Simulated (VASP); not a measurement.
# C (Fd-3m) in VASP: further runs

The runs below take C through single point, with PBE, PBEsol.

Everything below comes from runs of VASP 6.6.1. Logs are shortened: lines on timing, memory, paths and dates and some standing lists are left out, and cuts for length are marked.

**1. The cell of the first run**

Symmetry: Fd-3m, No. 227, cubic system. Conventional cell: a = 3.567 Å, b = 3.567 Å, c = 3.567 Å, α = 90.00°, β = 90.00°, γ = 90.00°. C (site symmetry -43m) has 4 C at 1.54 Å within 2.1 Å.

**2. Single point, PBE**

INCAR

```
SYSTEM = C
PREC     = Accurate       ! precision mode
ENCUT    = 520            ! plane-wave cutoff, eV
EDIFF    = 1E-6           ! SCF threshold, eV
ISMEAR   = -1             ! smearing method
SIGMA    = 0.04           ! smearing width, eV
LREAL    = .FALSE.        ! projectors in reciprocal space
LASPH    = .TRUE.         ! aspherical terms in the spheres
NELM     = 60             ! most SCF steps
ALGO     = Normal         ! electronic algorithm
ISIF     = 2              ! what is computed and relaxed
LWAVE    = .FALSE.        ! write WAVECAR
LCHARG   = .TRUE.         ! write CHGCAR
GGA      = PE             ! functional
LELF     = .TRUE.         ! ELF
LVHAR    = .TRUE.       
NBANDS   = 11             ! bands
```

KPOINTS

```
regular mesh
0
G
  5 5 5
  0 0 0
```

POSCAR

```
C
1.0
    0.0000000000      1.7833700000      1.7833700000
    1.7833700000      0.0000000000      1.7833700000
    1.7833700000      1.7833700000      0.0000000000
C
2
Direct
    0.7500000000      0.7500000000      0.7500000000
    0.5000000000      0.5000000000      0.5000000000
```

Potentials or basis: VASP PAW PBE potentials, release 64 (C).

Launch:

```sh
$ cat potpaw_PBE.64/C/POTCAR > POTCAR
$ mpirun -np 1 vasp_std > vasp.out
```

OUTCAR:

```text
SYSTEM = C
   PREC = Accurate
   ENCUT = 520
   EDIFF = 1E-6
   ISMEAR = -1
   LREAL = .FALSE.
   LASPH = .TRUE.
   NELM = 60
   ISIF = 2
   GGA = PE

 ion  position               nearest neighbor table
   1  0.750  0.750  0.750-   2 1.54   2 1.54   2 1.54   2 1.54
   2  0.500  0.500  0.500-   1 1.54   1 1.54   1 1.54   1 1.54

  LATTYP: Found a face centered cubic cell.
 ALAT       =     3.5667400000

  Lattice vectors:

 A1 = (   0.0000000000,   1.7833700000,   1.7833700000)
 A2 = (   1.7833700000,   0.0000000000,   1.7833700000)
 A3 = (   1.7833700000,   1.7833700000,   0.0000000000)

Analysis of symmetry for initial positions (statically):
=====================================================================
 Subroutine PRICEL returns:
 Original cell was already a primitive cell.

 Routine SETGRP: Setting up the symmetry group for a
 face centered cubic supercell.

 Subroutine GETGRP returns: Found 48 space group operations
 (whereof 24 operations were pure point group operations)
 out of a pool of 48 trial point group operations.

The static configuration has the point symmetry T_d .
 The point group associated with its full space group is O_h .

Analysis of symmetry for dynamics (positions and initial velocities):
=====================================================================
 Subroutine PRICEL returns:
 Original cell was already a primitive cell.

 Routine SETGRP: Setting up the symmetry group for a
 face centered cubic supercell.

 Subroutine GETGRP returns: Found 48 space group operations
 (whereof 24 operations were pure point group operations)
 out of a pool of 48 trial point group operations.

The dynamic configuration has the point symmetry T_d .
 The point group associated with its full space group is O_h .

 Subroutine INISYM returns: Found 48 space group operations
 (whereof 24 operations are pure point group operations),
 and found     1 'primitive' translations

----------------------------------------------------------------------------------------

                                     Primitive cell

  volume of cell :      11.3437

  direct lattice vectors                    reciprocal lattice vectors
     0.000000000  1.783370000  1.783370000    -0.280368067  0.280368067  0.280368067
     1.783370000  0.000000000  1.783370000     0.280368067 -0.280368067  0.280368067
     1.783370000  1.783370000  0.000000000     0.280368067  0.280368067 -0.280368067

  length of vectors
     2.522066041  2.522066041  2.522066041     0.485611737  0.485611737  0.485611737

  position of ions in fractional coordinates (direct lattice)
     0.750000000  0.750000000  0.750000000
     0.500000000  0.500000000  0.500000000

  ion indices of the primitive-cell ions
   primitive index   ion index
                 1           1
                 2           2

----------------------------------------------------------------------------------------

 KPOINTS: regular mesh

Automatic generation of k-mesh.
 Grid dimensions read from file:
 generate k-points for:    5    5    5

 Generating k-lattice:

  Cartesian coordinates                     Fractional coordinates (reciprocal lattice)
    -0.056073613  0.056073613  0.056073613     0.200000000  0.000000000  0.000000000
     0.056073613 -0.056073613  0.056073613     0.000000000  0.200000000  0.000000000
     0.056073613  0.056073613 -0.056073613     0.000000000  0.000000000  0.200000000

  Length of vectors
     0.097122347  0.097122347  0.097122347

  Shift w.r.t. Gamma in fractional coordinates (k-lattice)
     0.000000000  0.000000000  0.000000000

 Subroutine IBZKPT returns following result:
 ===========================================

 Found     10 irreducible k-points:

 Following reciprocal coordinates:
            Coordinates               Weight
  0.000000  0.000000  0.000000      1.000000
  0.200000  0.000000  0.000000      8.000000
  0.400000  0.000000  0.000000      8.000000
  0.200000  0.200000  0.000000      6.000000
  0.400000  0.200000  0.000000     24.000000
 -0.400000  0.200000  0.000000     24.000000
 -0.200000  0.200000  0.000000     12.000000
  0.400000  0.400000  0.000000      6.000000
 -0.400000  0.400000  0.000000     12.000000
 -0.400000  0.400000  0.200000     24.000000
   k-points           NKPTS =     10   k-points in BZ     NKDIM =     10   number of bands    NBANDS=     11
   number of dos      NEDOS =    301   number of ions     NIONS =      2
   total plane-waves  NPLWV =   8000
   dimension x,y,z NGX =    20 NGY =   20 NGZ =   20
   dimension x,y,z NGXF=    40 NGYF=   40 NGZF=   40
   ions per type =               2
   NGX,Y,Z   is equivalent  to a cutoff of  13.18, 13.18, 13.18 a.u.
   NGXF,Y,Z  is equivalent  to a cutoff of  26.37, 26.37, 26.37 a.u.
 SYSTEM =  C
   PREC   = accura    normal or accurate (medium, high low for compatibility)
   ISTART =      0    job   : 0-new  1-cont  2-samecut
   ICHARG =      2    charge: 1-file 2-atom 10-const
   ISPIN  =      1    spin polarized calculation?
   LNONCOLLINEAR =      F non collinear calculations
   LSORBIT =      F    spin-orbit coupling
   LASPH  =      T    aspherical Exc in radial PAW
   ENCUT  =  520.0 eV  38.22 Ry    6.18 a.u.   4.69  4.69  4.69*2*pi/ulx,y,z
   NELM   =     60;   NELMIN=  2; NELMDL= -5     # of ELM steps
   EDIFF  = 0.1E-05   stopping-criterion for ELM
   LREAL  =      F    real-space projection
   EDIFFG = 0.1E-04   stopping-criterion for IOM
   NSW    =      0    number of steps for IOM
   IBRION =     -1    ionic relax: 0-MD 1-quasi-New 2-CG
   NFREE  =      0    steps in history (QN), initial steepest desc. (CG)
   ISIF   =      2    stress and relaxation
   ISYM   =      2    0-nonsym 1-usesym 2-fastsym
   POTIM  = 0.5000    time-step for ionic-motion
   TEBEG  =    0.0;   TEEND  =   0.0 temperature during run
   PSTRESS=    0.0 pullay stress
   NELECT =       8.0000    total number of electrons
   NUPDOWN=      -1.0000    fix difference up-down
   EMIN   =  10.00;   EMAX   =-10.00  energy-range for DOS
   EFERMI =   0.00;   METHOD = LEGACY
   ISMEAR =    -1;   SIGMA  =   0.04  broadening in eV -4-tet -1-fermi 0-gaus
   EFERMI_NEDOS =   21; number of points for ismear=-14 and -15
   IALGO  =     38    algorithm
   IMIX   =      4    mixing-type and parameters
     AMIX     =   0.40;   BMIX     =  1.00
     AMIX_MAG =   1.60;   BMIX_MAG =  1.00
  volume/ion in A,a.u.               =       5.67        38.28
  Fermi-wavevector in a.u.,A,eV,Ry     =   1.457203  2.753714 28.891161  2.123440
  Thomas-Fermi vector in A             =   2.574032
   LORBIT       =      0    0 simple, 1 ext, 2 COOP (PROOUT), +10 PAW based schemes
   GGA     = PE    functional components
   LHFCALC =     F    Hartree Fock is set to
   AEXX    =    0.0000 exact exchange contribution
   IVDW    =     0    specifies the selected vdW correction
   LEPSILON=     F    determine dielectric tensor
   LRPA    =     F    only Hartree local field effects (RPA)
 non-spin polarized calculation
  energy-cutoff  :      520.00
  volume of cell :       11.34
 maximum number of plane-waves:       322
   NGX =  9   NGY =  9   NGZ =  9

 number of electron       7.9999999 magnetization

 Free energy of the ion-electron system (eV)
  ---------------------------------------------------
  ext. energy  EPLUGINS =         0.00000000
  ---------------------------------------------------
  free energy    TOTEN  =       -18.15111947 eV

  energy without entropy =      -18.15111947  energy(sigma->0) =      -18.15111947

 E-fermi :  10.5563     XC(G=0): -13.2465

 val. band max:        9.7407178569   @ k =   0.0000   0.0000   0.0000
 cond. band min:      13.9053990854   @ k =   0.4000   0.4000   0.0000
 fundamental gap:      4.1646812285
 Fermi energy:        10.5562694595

 k-point     1 :       0.0000    0.0000    0.0000
  band No.  band energies     occupation
      1     -11.7408      2.00000
      2       9.7407      2.00000
      3       9.7407      2.00000
      4       9.7407      2.00000
      5      15.3278      0.00000
      6      15.3278      0.00000
      7      15.3278      0.00000
      8      23.0727      0.00000
      9      29.0309      0.00000
     10      36.2673      0.00000
     11      36.2673      0.00000

 k-point     2 :       0.2000    0.0000    0.0000
  band No.  band energies     occupation
      1     -10.6383      2.00000
      2       4.8581      2.00000
      3       8.4174      2.00000
      4       8.4174      2.00000
      5      17.0458      0.00000
      6      17.0458      0.00000
      7      17.4800      0.00000
      8      23.9671      0.00000
      9      30.2425      0.00000
     10      32.2259      0.00000
     11      32.2259      0.00000

 k-point     3 :       0.4000    0.0000    0.0000
  band No.  band energies     occupation
      1      -7.4735      2.00000
      2      -1.6725      2.00000
      3       7.1146      2.00000
      4       7.1146      2.00000
      5      18.1586      0.00000
      6      18.1586      0.00000
      7      18.4924      0.00000
      8      25.2974      0.00000
      9      31.0719      0.00000
     10      34.2630      0.00000
     11      34.2631      0.00000
[... 71 lines left out ...]
 k-point     9 :      -0.4000    0.4000    0.0000
  band No.  band energies     occupation
      1      -2.9766      2.00000
      2      -2.3640      2.00000
      3       0.9641      2.00000
      4       4.0465      2.00000
      5      15.0876      0.00000
      6      18.7344      0.00000
      7      24.8948      0.00000
      8      25.7359      0.00000
      9      29.6482      0.00000
     10      33.7975      0.00000
     11      37.0493      0.00000

 k-point    10 :      -0.4000    0.4000    0.2000
  band No.  band energies     occupation
      1      -4.8084      2.00000
      2      -0.4257      2.00000
      3       1.4191      2.00000
      4       3.3579      2.00000
      5      18.6927      0.00000
      6      19.5972      0.00000
      7      21.4903      0.00000
      8      24.8349      0.00000
      9      29.2807      0.00000
     10      32.3838      0.00000
     11      37.8696      0.00000

------------------------ aborting loop because EDIFF is reached ----------------------------------------

  FORCE on cell =-STRESS in cart. coord.  units (eV):
  Direction    XX          YY          ZZ          XY          YZ          ZX
  --------------------------------------------------------------------------------------
  -------------------------------------------------------------------------------------
  Total        0.1933816      0.1933816      0.1933816      0.0000000      0.0000000     -0.0000000
  in kB       27.3131220     27.3131220     27.3131220      0.0000000      0.0000000     -0.0000000
  external PRESSURE =      27.3131220 kB  Pullay stress =       0.0000000 kB

 VOLUME and BASIS-vectors are now :
 -----------------------------------------------------------------------------
  energy-cutoff  :      520.00
  volume of cell :       11.34
      direct lattice vectors                 reciprocal lattice vectors
     0.000000000  1.783370000  1.783370000    -0.280368067  0.280368067  0.280368067
     1.783370000  0.000000000  1.783370000     0.280368067 -0.280368067  0.280368067
     1.783370000  1.783370000  0.000000000     0.280368067  0.280368067 -0.280368067

 POSITION                                       TOTAL-FORCE (eV/Angst)
 -----------------------------------------------------------------------------------
      2.67505      2.67505      2.67505         0.000000      0.000000     -0.000000
      1.78337      1.78337      1.78337        -0.000000     -0.000000      0.000000
 -----------------------------------------------------------------------------------
    total drift:                                0.000000     -0.000000      0.000000

  FREE ENERGIE OF THE ION-ELECTRON SYSTEM (eV)
  ---------------------------------------------------
  free  energy   TOTEN  =       -18.1511194660 eV

  energy  without entropy=      -18.1511194660  energy(sigma->0) =      -18.15111947
```

It took 1.6 s on 1 thread of Intel Xeon 6975P-C, shared host; peak memory 0.11 GiB.

What came out:

```yaml
Free_energy: -18.1511 eV
Pressure: 2.7 GPa
Band_gap_on_the_k_mesh: 4.16 eV, indirect (least direct gap 5.59 eV)
```

Levels at points of the mesh, in eV from the valence-band top:
```
           k point  band 1  band 2  band 3  band 4  band 5  band 6  band 7  band 8  band 9
(0.00, 0.00, 0.00)  -21.48    0.00    0.00    0.00    5.59    5.59    5.59   13.33   19.29
```

Caveat: the k points lie up to 0.61 Å⁻¹ apart.

**3. Single point, PBEsol**

INCAR

```
SYSTEM = C
  PREC = Accurate
  ENCUT = 520
  EDIFF = 1E-6
  ISMEAR = -1
  SIGMA = 0.05
  LREAL = .FALSE.
  LASPH = .TRUE.
  NELM = 80
  ALGO = Normal
  ISIF = 2
  LWAVE = .FALSE.
  LCHARG = .TRUE.
  GGA = PS
  LELF = .TRUE.
  LVHAR = .TRUE.
  NBANDS = 11
```

KPOINTS

```
regular mesh
0
G
  10 10 10
  0 0 0
```

POSCAR is that of step 2.

Potentials or basis: VASP PAW PBE potentials, release 64 (C).

Launch:

```sh
$ cat potpaw_PBE.64/C/POTCAR > POTCAR
$ mpirun -np 1 vasp_std > vasp.out
```

Run time: 3.3 s. Hardware: 1 thread of Intel Xeon 6975P-C, shared host; peak memory 0.12 GiB.

Results (log left out):

| Item | Value |
| --- | --- |
| Free energy | -19.2488 eV |
| Pressure | -3.8 GPa |
| Band gap on the k mesh | 4.04 eV, indirect (least direct gap 5.54 eV) |

Levels at points of the mesh, in eV from the valence-band top:
| k point | band 1 | band 2 | band 3 | band 4 | band 5 | band 6 | band 7 | band 8 |
| --- | --- | --- | --- | --- | --- | --- | --- | --- |
| (0.00, 0.00, 0.00) | -21.52 | 0.00 | 0.00 | 0.00 | 5.54 | 5.54 | 5.54 | 13.37 |
| (0.50, 0.00, 0.00) | -15.69 | -13.47 | -2.81 | -2.81 | 8.38 | 8.38 | 8.84 | 15.49 |
| (0.50, 0.50, 0.00) | -12.78 | -12.78 | -6.34 | -6.34 | 4.60 | 4.60 | 16.79 | 16.79 |

Caveat: the PAW data sets were made with another functional, which shifts forces and pressure a little.

**4. Single point, PBE**

INCAR

```
SYSTEM = C
PREC = Accurate ; ENCUT = 520
EDIFF = 1E-7 ; ISMEAR = 0
SIGMA = 0.025 ; LREAL = .FALSE.
LASPH = .TRUE. ; NELM = 100
ALGO = Normal ; ISIF = 2
LWAVE = .FALSE. ; LCHARG = .FALSE.
GGA = PE ; NBANDS = 11
```

KPOINTS

```
regular mesh
0
G
  13 13 13
  0 0 0
```

POSCAR is that of step 3.

Potentials or basis: VASP PAW PBE potentials, release 64 (C).

Launch:

```sh
$ cat potpaw_PBE.64/C/POTCAR > POTCAR
$ mpirun -np 1 vasp_std > vasp.out
```

OUTCAR:

```text
SYSTEM = C
   PREC = Accurate
   ENCUT = 520
   EDIFF = 1E-7
   ISMEAR = 0
   LREAL = .FALSE.
   LASPH = .TRUE.
   NELM = 100
   ISIF = 2
   GGA = PE

 ion  position               nearest neighbor table
   1  0.750  0.750  0.750-   2 1.54   2 1.54   2 1.54   2 1.54
   2  0.500  0.500  0.500-   1 1.54   1 1.54   1 1.54   1 1.54

  LATTYP: Found a face centered cubic cell.
 ALAT       =     3.5667400000

  Lattice vectors:

[... 514 lines left out ...]
      4       5.8280      2.00000
      5      16.8132      0.00000
      6      20.3145      0.00000
      7      20.6233      0.00000
      8      23.6483      0.00000
      9      30.3377      0.00000
     10      33.0166      0.00000
     11      36.8014      0.00000

 [... further k-points ...]
[... 5 lines left out ...]
  --------------------------------------------------------------------------------------
  -------------------------------------------------------------------------------------
  Total        0.1740753      0.1740753      0.1740753      0.0000000      0.0000000     -0.0000000
  in kB       24.5863174     24.5863174     24.5863174      0.0000000      0.0000000     -0.0000000
  external PRESSURE =      24.5863174 kB  Pullay stress =       0.0000000 kB

 VOLUME and BASIS-vectors are now :
 -----------------------------------------------------------------------------
  energy-cutoff  :      520.00
  volume of cell :       11.34
      direct lattice vectors                 reciprocal lattice vectors
     0.000000000  1.783370000  1.783370000    -0.280368067  0.280368067  0.280368067
     1.783370000  0.000000000  1.783370000     0.280368067 -0.280368067  0.280368067
     1.783370000  1.783370000  0.000000000     0.280368067  0.280368067 -0.280368067

 POSITION                                       TOTAL-FORCE (eV/Angst)
 -----------------------------------------------------------------------------------
      2.67505      2.67505      2.67505         0.000000      0.000000      0.000000
      1.78337      1.78337      1.78337        -0.000000     -0.000000     -0.000000
 -----------------------------------------------------------------------------------
    total drift:                                0.000000     -0.000000      0.000000

  FREE ENERGIE OF THE ION-ELECTRON SYSTEM (eV)
  ---------------------------------------------------
  free  energy   TOTEN  =       -18.1852557281 eV

  energy  without entropy=      -18.1852557281  energy(sigma->0) =      -18.18525573
```

OSZICAR:

```text
N       E                     dE             d eps       ncg     rms          rms(c)
DAV:   1     0.867268196525E+00    0.86727E+00   -0.46989E+03  1915   0.697E+02
DAV:   2    -0.184496570181E+02   -0.19317E+02   -0.18804E+02  2422   0.128E+02
DAV:   3    -0.188234910506E+02   -0.37383E+00   -0.37283E+00  2154   0.136E+01
DAV:   4    -0.188241061475E+02   -0.61510E-03   -0.61508E-03  1999   0.697E-01
DAV:   5    -0.188241068252E+02   -0.67768E-06   -0.67765E-06  2167   0.222E-02    0.556E+00
DAV:   6    -0.183447185074E+02    0.47939E+00   -0.25034E-01  1887   0.352E+00    0.332E+00
DAV:   7    -0.181833784920E+02    0.16134E+00   -0.30670E-01  2007   0.395E+00    0.758E-01
DAV:   8    -0.181851940495E+02   -0.18156E-02   -0.85971E-03  1944   0.692E-01    0.436E-02
DAV:   9    -0.181852349706E+02   -0.40921E-04   -0.61831E-05  2204   0.633E-02    0.246E-02
DAV:  10    -0.181852556557E+02   -0.20685E-04   -0.15538E-05  1962   0.347E-02    0.536E-03
DAV:  11    -0.181852557281E+02   -0.72399E-07   -0.25819E-07  2262   0.458E-03
   1 F= -.18185256E+02 E0= -.18185256E+02  d E =-.394957E-23
```

Run time: 5.6 s. Hardware: 1 thread of Intel Xeon 6975P-C, shared host; peak memory 0.12 GiB.

What came out:

```yaml
Free_energy: -18.1853 eV
Pressure: 2.5 GPa
Band_gap_on_the_k_mesh: 4.14 eV, indirect (least direct gap 5.59 eV)
```

A k mesh can miss the band edges.

**5. The runs side by side**

| level | k mesh | smearing | gap on the mesh (eV) | pressure (GPa) |
| --- | --- | --- | --- | --- |
| PBE | 5 × 5 × 5 | fermi-dirac 0.04 eV | 4.16 | 2.7 |
| PBEsol | 10 × 10 × 10 | fermi-dirac 0.05 eV | 4.04 | -3.8 |
| PBE | 13 × 13 × 13 | gaussian 0.025 eV | 4.14 | 2.5 |

Alike in all rows: task single point; potentials or basis VASP PAW PBE potentials, release 64 (C); no spin polarisation; cell as given; cutoff (eV) 520.

Caveats: some runs use coarse meshes; the PAW data sets were made with another functional, which shifts forces and pressure a little (some runs).

Total energies depend on the potentials used, so only differences within one code and one set of settings carry meaning.
